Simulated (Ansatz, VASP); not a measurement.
# One calculation of CdSe, two programs

Contents of INCAR:

```
SYSTEM = CdSe
ALGO = Normal
EDIFF = 1E-7
EDIFFG = -0.002
ENCUT = 500
GGA = PS
GGA_COMPAT = .False.
IBRION = 2
ISIF = 3
ISMEAR = -1
LASPH = .True.
LCHARG = .False.
LREAL = .False.
LWAVE = .False.
NELM = 120
NELMIN = 4
NSW = 100
PREC = Accurate
SIGMA = 0.08
```

KPOINTS

```
k-points
0
Gamma
  10 10 10
  0 0 0
```

File POSCAR:

```
CdSe
1.0
    0.0000000000      3.0702711986      3.0702711986
    3.0702711986      0.0000000000      3.0702711986
    3.0702711986      3.0702711986      0.0000000000
Cd Se
1 1
Direct
    0.0000000000      0.0000000000      0.0000000000
    0.7500000000      0.7500000000      0.7500000000
```

Input for Ansatz:

```yaml
crystal:
  lattice:
    - [0.0, 3.0702711986, 3.0702711986]
    - [3.0702711986, 0.0, 3.0702711986]
    - [3.0702711986, 3.0702711986, 0.0]
  atoms:
    - { symbol: Cd, position: [0.0, 0.0, 0.0] }
    - { symbol: Se, position: [0.75, 0.75, 0.75] }
kpoints:
  mp_grid: { grid: [10, 10, 10] }
scf:
  occupations: { method: fermi_dirac, width: 0.08 }
hamiltonian:
  xc: pbesol
  pseudopotentials: { kind: paw }
relax:
  f_tol: 0.002
  max_steps: 80
  cell: {}
output:
  forces: true
  stress: true
```

Alike in both runs: task relaxation of cell and atoms; functional PBEsol; k mesh 10 × 10 × 10; occupations fermi-dirac, width 0.08 eV; no spin polarisation.

|  | VASP | Ansatz |
| --- | --- | --- |
| version | VASP 6.6.1 | Ansatz 0.2.0 |
| potentials or method | VASP PAW PBE potentials, release 64 (Cd, Se) | PAW with Ansatz's default frozen-core files, scalar-relativistic |
| plane-wave cutoff (eV) | 500 | 420 |
| valence electrons in the cell | 18 | 36 |

Ansatz gave:

- relaxed volume (Å³/atom): 28.13
- relaxed length of the cell vector where the two differ most in proportion (Å): 4.301

**Question.** Which values does VASP return?

**Answer.** Relaxed volume (Å³/atom): 28.30; relaxed length of the cell vector where the two differ most in proportion (Å): 4.310.

VASP's potentials were made for PBE, not for PBEsol. VASP's potentials hold 18 valence electrons a cell and Ansatz's 36, so a difference there can come from the potentials and not from the codes.
